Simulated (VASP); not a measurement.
# MgO2 (Pa-3) in VASP: relaxation of the atoms with PBEsol

Aim: the relaxation of the atoms of MgO2 with PBEsol.

All numbers are computed with VASP 6.6.1; they aren't measurements. Logs are shortened: lines on timing, memory, paths and dates and some standing lists are left out, and cuts for length are marked.

### 1 The cell of the first run

Symmetry: Pa-3, No. 205, cubic system. The conventional cell has a = 4.792 Å, b = 4.792 Å, c = 4.792 Å, α = 90.00°, β = 90.00°, γ = 90.00°. Mg (site symmetry -3) has 6 O at 2.06 Å within 2.7 Å. Within 2.1 Å of O (site symmetry 3) lie 1 O at 1.47 Å and 3 Mg at 2.06 Å.

### 2 Relaxation of the atoms, PBEsol (9.17 Å³/atom)

INCAR reads:

```
SYSTEM = MgO2
PREC     = Accurate       ! precision mode
ENCUT    = 520            ! plane-wave cutoff, eV
EDIFF    = 1E-6           ! SCF threshold, eV
ISMEAR   = 0              ! smearing method
SIGMA    = 0.02           ! smearing width, eV
LREAL    = .False.        ! projectors in reciprocal space
LASPH    = .True.         ! aspherical terms in the spheres
NELM     = 80             ! most SCF steps
ALGO     = Normal         ! electronic algorithm
ISIF     = 2              ! what is computed and relaxed
LWAVE    = .False.        ! write WAVECAR
LCHARG   = .False.        ! write CHGCAR
GGA      = PS             ! functional
IBRION   = 2              ! ionic algorithm
NSW      = 50             ! ionic steps
EDIFFG   = -0.01          ! ionic threshold
```

KPOINTS reads:

```
regular mesh
0
Gamma
  6 6 6
  0 0 0
```

POSCAR reads:

```
MgO2
1.0
    4.7919301282      0.0000000000      0.0000000000
    0.0000000000      4.7919301282      0.0000000000
    0.0000000000      0.0000000000      4.7919301282
Mg O
4 8
Direct
    0.0000000000      0.5000000000      0.5000000000
    0.5000000000      0.5000000000      0.0000000000
    0.5000000000      0.0000000000      0.5000000000
    0.0000000000      0.0000000000      0.0000000000
    0.4116319358      0.0883680642      0.9116319358
    0.0883680642      0.9116319358      0.4116319358
    0.9116319358      0.4116319358      0.0883680642
    0.5883680642      0.5883680642      0.5883680642
    0.4116319358      0.4116319358      0.4116319358
    0.0883680642      0.5883680642      0.9116319358
    0.9116319358      0.0883680642      0.5883680642
    0.5883680642      0.9116319358      0.0883680642
```

Potentials or basis: VASP PAW PBE potentials, release 64 (Mg, O).

On the command line:

```sh
cat potpaw_PBE.64/Mg/POTCAR potpaw_PBE.64/O/POTCAR > POTCAR
mpirun -np 1 vasp_std > vasp.out
```

OUTCAR:

```text
SYSTEM = MgO2
   PREC = Accurate
   ENCUT = 520
   EDIFF = 1E-6
   ISMEAR = 0
   LREAL = .False.
   LASPH = .True.
   NELM = 80
   ISIF = 2
   GGA = PS
   IBRION = 2
   NSW = 50
   EDIFFG = -0.01

 ion  position               nearest neighbor table
   1  0.000  0.500  0.500-   6 2.06   7 2.06   8 2.06   9 2.06  10 2.06  11 2.06   2 3.39   3 3.39
                             4 3.39   2 3.39   4 3.39   3 3.39   4 3.39   4 3.39   2 3.39   3 3.39
   2  0.500  0.500  0.000-   5 2.06   7 2.06   8 2.06   9 2.06  10 2.06  12 2.06   1 3.39   3 3.39
                             4 3.39   1 3.39   3 3.39   3 3.39   4 3.39   3 3.39   1 3.39   4 3.39
   3  0.500  0.000  0.500-   5 2.06   6 2.06   8 2.06   9 2.06  11 2.06  12 2.06   1 3.39   2 3.39
                             4 3.39   2 3.39   4 3.39   1 3.39   2 3.39   2 3.39   1 3.39   4 3.39
   4  0.000  0.000  0.000-   5 2.06   6 2.06   7 2.06  10 2.06  11 2.06  12 2.06   1 3.39   2 3.39
                             3 3.39   1 3.39   3 3.39   1 3.39   2 3.39   1 3.39   2 3.39   3 3.39
   5  0.412  0.088  0.912-  12 1.47   3 2.06   4 2.06   2 2.06
   6  0.088  0.912  0.412-  11 1.47   3 2.06   4 2.06   1 2.06
   7  0.912  0.412  0.088-  10 1.47   2 2.06   4 2.06   1 2.06
   8  0.588  0.588  0.588-   9 1.47   2 2.06   3 2.06   1 2.06
   9  0.412  0.412  0.412-   8 1.47   2 2.06   3 2.06   1 2.06
  10  0.088  0.588  0.912-   7 1.47   2 2.06   4 2.06   1 2.06
  11  0.912  0.088  0.588-   6 1.47   3 2.06   4 2.06   1 2.06
  12  0.588  0.912  0.088-   5 1.47   3 2.06   4 2.06   2 2.06

  LATTYP: Found a simple cubic cell.
 ALAT       =     4.7919301282

  Lattice vectors:

 A1 = (   4.7919301282,   0.0000000000,   0.0000000000)
 A2 = (   0.0000000000,   4.7919301282,   0.0000000000)
 A3 = (   0.0000000000,   0.0000000000,   4.7919301282)

Analysis of symmetry for initial positions (statically):
=====================================================================
 Subroutine PRICEL returns:
 Original cell was already a primitive cell.

 Routine SETGRP: Setting up the symmetry group for a
 simple cubic supercell.

 Subroutine GETGRP returns: Found 24 space group operations
 (whereof  6 operations were pure point group operations)
 out of a pool of 48 trial point group operations.

The static configuration has the point symmetry S_6 .
 The point group associated with its full space group is T_h .

Analysis of symmetry for dynamics (positions and initial velocities):
=====================================================================
 Subroutine PRICEL returns:
 Original cell was already a primitive cell.

 Routine SETGRP: Setting up the symmetry group for a
 simple cubic supercell.

 Subroutine GETGRP returns: Found 24 space group operations
 (whereof  6 operations were pure point group operations)
 out of a pool of 48 trial point group operations.

The dynamic configuration has the point symmetry S_6 .
 The point group associated with its full space group is T_h .

 Subroutine INISYM returns: Found 24 space group operations
 (whereof  6 operations are pure point group operations),
 and found     1 'primitive' translations

----------------------------------------------------------------------------------------

                                     Primitive cell

  volume of cell :     110.0351

  direct lattice vectors                    reciprocal lattice vectors
     4.791930128  0.000000000  0.000000000     0.208684178  0.000000000  0.000000000
     0.000000000  4.791930128  0.000000000     0.000000000  0.208684178  0.000000000
     0.000000000  0.000000000  4.791930128     0.000000000  0.000000000  0.208684178

  length of vectors
     4.791930128  4.791930128  4.791930128     0.208684178  0.208684178  0.208684178

  position of ions in fractional coordinates (direct lattice)
     0.000000000  0.500000000  0.500000000
     0.500000000  0.500000000  0.000000000
     0.500000000  0.000000000  0.500000000
     0.000000000  0.000000000  0.000000000
     0.411631936  0.088368064  0.911631936
     0.088368064  0.911631936  0.411631936
     0.911631936  0.411631936  0.088368064
     0.588368064  0.588368064  0.588368064
     0.411631936  0.411631936  0.411631936
     0.088368064  0.588368064  0.911631936
     0.911631936  0.088368064  0.588368064
     0.588368064  0.911631936  0.088368064

  ion indices of the primitive-cell ions
   primitive index   ion index
                 1           1
                 2           2
                 3           3
                 4           4
                 5           5
                 6           6
                 7           7
                 8           8
                 9           9
                10          10
                11          11
                12          12

----------------------------------------------------------------------------------------

 KPOINTS: regular mesh

Automatic generation of k-mesh.
 Grid dimensions read from file:
 generate k-points for:    6    6    6

 Generating k-lattice:

  Cartesian coordinates                     Fractional coordinates (reciprocal lattice)
     0.034780696  0.000000000  0.000000000     0.166666667  0.000000000  0.000000000
     0.000000000  0.034780696  0.000000000     0.000000000  0.166666667  0.000000000
     0.000000000  0.000000000  0.034780696     0.000000000  0.000000000  0.166666667

  Length of vectors
     0.034780696  0.034780696  0.034780696

  Shift w.r.t. Gamma in fractional coordinates (k-lattice)
     0.000000000  0.000000000  0.000000000

 Subroutine IBZKPT returns following result:
 ===========================================

 Found     24 irreducible k-points:

 Following reciprocal coordinates:
            Coordinates               Weight
  0.000000  0.000000  0.000000      1.000000
  0.166667  0.000000  0.000000      6.000000
  0.333333  0.000000  0.000000      6.000000
  0.500000  0.000000  0.000000      3.000000
  0.166667  0.166667  0.000000     12.000000
  0.333333  0.166667  0.000000     12.000000
[... 16 lines left out ...]
  0.500000  0.500000  0.333333      6.000000
  0.500000  0.500000  0.500000      1.000000
   k-points           NKPTS =     24   k-points in BZ     NKDIM =     24   number of bands    NBANDS=     35
   number of dos      NEDOS =    301   number of ions     NIONS =     12
   total plane-waves  NPLWV =  46656
   dimension x,y,z NGX =    36 NGY =   36 NGZ =   36
   dimension x,y,z NGXF=    72 NGYF=   72 NGZF=   72
   ions per type =               4   8
   NGX,Y,Z   is equivalent  to a cutoff of  12.49, 12.49, 12.49 a.u.
   NGXF,Y,Z  is equivalent  to a cutoff of  24.98, 24.98, 24.98 a.u.
 SYSTEM =  MgO2
   PREC   = accura    normal or accurate (medium, high low for compatibility)
   ISTART =      0    job   : 0-new  1-cont  2-samecut
   ICHARG =      2    charge: 1-file 2-atom 10-const
   ISPIN  =      1    spin polarized calculation?
   LNONCOLLINEAR =      F non collinear calculations
   LSORBIT =      F    spin-orbit coupling
   LASPH  =      T    aspherical Exc in radial PAW
   ENCUT  =  520.0 eV  38.22 Ry    6.18 a.u.   8.91  8.91  8.91*2*pi/ulx,y,z
   NELM   =     80;   NELMIN=  2; NELMDL= -5     # of ELM steps
   EDIFF  = 0.1E-05   stopping-criterion for ELM
   LREAL  =      F    real-space projection
   EDIFFG = -.1E-01   stopping-criterion for IOM
   NSW    =     50    number of steps for IOM
   IBRION =      2    ionic relax: 0-MD 1-quasi-New 2-CG
   NFREE  =      1    steps in history (QN), initial steepest desc. (CG)
   ISIF   =      2    stress and relaxation
   ISYM   =      2    0-nonsym 1-usesym 2-fastsym
   POTIM  = 0.5000    time-step for ionic-motion
   TEBEG  =    0.0;   TEEND  =   0.0 temperature during run
   PSTRESS=    0.0 pullay stress
   NELECT =      56.0000    total number of electrons
   NUPDOWN=      -1.0000    fix difference up-down
   EMIN   =  10.00;   EMAX   =-10.00  energy-range for DOS
   EFERMI =   0.00;   METHOD = LEGACY
   ISMEAR =     0;   SIGMA  =   0.02  broadening in eV -4-tet -1-fermi 0-gaus
   EFERMI_NEDOS =   21; number of points for ismear=-14 and -15
   IALGO  =     38    algorithm
   IMIX   =      4    mixing-type and parameters
     AMIX     =   0.40;   BMIX     =  1.00
     AMIX_MAG =   1.60;   BMIX_MAG =  1.00
  volume/ion in A,a.u.               =       9.17        61.88
  Fermi-wavevector in a.u.,A,eV,Ry     =   1.307054  2.469975 23.244077  1.708391
  Thomas-Fermi vector in A             =   2.437815
   LORBIT       =      0    0 simple, 1 ext, 2 COOP (PROOUT), +10 PAW based schemes
   GGA     = PS    functional components
   LHFCALC =     F    Hartree Fock is set to
   AEXX    =    0.0000 exact exchange contribution
   IVDW    =     0    specifies the selected vdW correction
   LEPSILON=     F    determine dielectric tensor
   LRPA    =     F    only Hartree local field effects (RPA)
 conjugate gradient relaxation of ions
 non-spin polarized calculation
 Gauss-broadening in eV      SIGMA  =   0.02
  energy-cutoff  :      520.00
  volume of cell :      110.04
 maximum number of plane-waves:      3016
   NGX = 17   NGY = 17   NGZ = 17

--------------------------------------- Ionic step        1  -------------------------------------------

 number of electron      56.0000063 magnetization

 Free energy of the ion-electron system (eV)
  ---------------------------------------------------
  ext. energy  EPLUGINS =         0.00000000
  ---------------------------------------------------
  free energy    TOTEN  =       -69.73121942 eV

  energy without entropy =      -69.73121942  energy(sigma->0) =      -69.73121942

------------------------ aborting loop because EDIFF is reached ----------------------------------------

  FORCE on cell =-STRESS in cart. coord.  units (eV):
  Direction    XX          YY          ZZ          XY          YZ          ZX
  --------------------------------------------------------------------------------------
  -------------------------------------------------------------------------------------
  Total        3.2977247      3.2977247      3.2977247      0.0000000     -0.0000000     -0.0000000
  in kB       48.0168374     48.0168374     48.0168374      0.0000000     -0.0000000     -0.0000000
  external PRESSURE =      48.0168374 kB  Pullay stress =       0.0000000 kB
[... 77 lines left out ...]
  energy  without entropy=      -69.7145496342  energy(sigma->0) =      -69.71454963

--------------------------------------- Ionic step        3  -------------------------------------------

 number of electron      56.0000084 magnetization

 Free energy of the ion-electron system (eV)
  ---------------------------------------------------
  ext. energy  EPLUGINS =         0.00000000
  ---------------------------------------------------
  free energy    TOTEN  =       -69.74596341 eV

  energy without entropy =      -69.74596341  energy(sigma->0) =      -69.74596341

 E-fermi :   3.1552     XC(G=0): -11.1764

 val. band max:        3.0498169417   @ k =   0.0000   0.0000   0.0000
 cond. band min:       7.0364083733   @ k =   0.3333   0.1667   0.1667
 fundamental gap:      3.9865914317
 Fermi energy:         3.1552461070

 k-point     1 :       0.0000    0.0000    0.0000
  band No.  band energies     occupation
      1     -18.2888      2.00000
      2     -17.4410      2.00000
      3     -17.4410      2.00000
      4     -17.4410      2.00000
      5     -11.6318      2.00000
      6     -11.6318      2.00000
[... 940 lines left out ...]
  FREE ENERGIE OF THE ION-ELECTRON SYSTEM (eV)
  ---------------------------------------------------
  free  energy   TOTEN  =       -69.7459634054 eV

  energy  without entropy=      -69.7459634054  energy(sigma->0) =      -69.74596341

 reached required accuracy - stopping structural energy minimisation
```

Wall time 4.1 min (1 thread of Oxide Virtual Turin-like, shared host); peak memory 0.21 GiB.

Results:

```yaml
Free_energy: -69.7460 eV
Energy_gained_by_relaxing: 1.2 meV/atom
Ionic_steps: 3
Pressure_after_relaxing: 4.0 GPa
Band_gap_on_the_k_mesh: 3.99 eV (least direct gap 4.12 eV)
```

Step by step:
| step | energy change (eV) | largest force (eV/Å) | pressure (GPa) |
| --- | --- | --- | --- |
| 1 | 0.0000 | 0.4416 | 4.80 |
| 2 | 0.0167 | 0.5961 | 3.07 |
| 3 | -0.0147 | 0.0003 | 4.04 |

Final structure:
```yaml
crystal:
  lattice:
    - [4.79193, 0.00000, 0.00000]
    - [0.00000, 4.79193, 0.00000]
    - [0.00000, 0.00000, 4.79193]
  atoms:
    - { symbol: Mg, position: [0.00000, 0.50000, 0.50000] }
    - { symbol: Mg, position: [0.50000, 0.50000, 0.00000] }
    - { symbol: Mg, position: [0.50000, 0.00000, 0.50000] }
    - { symbol: Mg, position: [0.00000, 0.00000, 0.00000] }
    - { symbol: O, position: [0.41061, 0.08939, 0.91061] }
    - { symbol: O, position: [0.08939, 0.91061, 0.41061] }
    - { symbol: O, position: [0.91061, 0.41061, 0.08939] }
    - { symbol: O, position: [0.58939, 0.58939, 0.58939] }
    - { symbol: O, position: [0.41061, 0.41061, 0.41061] }
    - { symbol: O, position: [0.08939, 0.58939, 0.91061] }
    - { symbol: O, position: [0.91061, 0.08939, 0.58939] }
    - { symbol: O, position: [0.58939, 0.91061, 0.08939] }
```

Caveat: the PAW data sets were made with another functional, which shifts forces and pressure a little. A k mesh can miss the band edges.
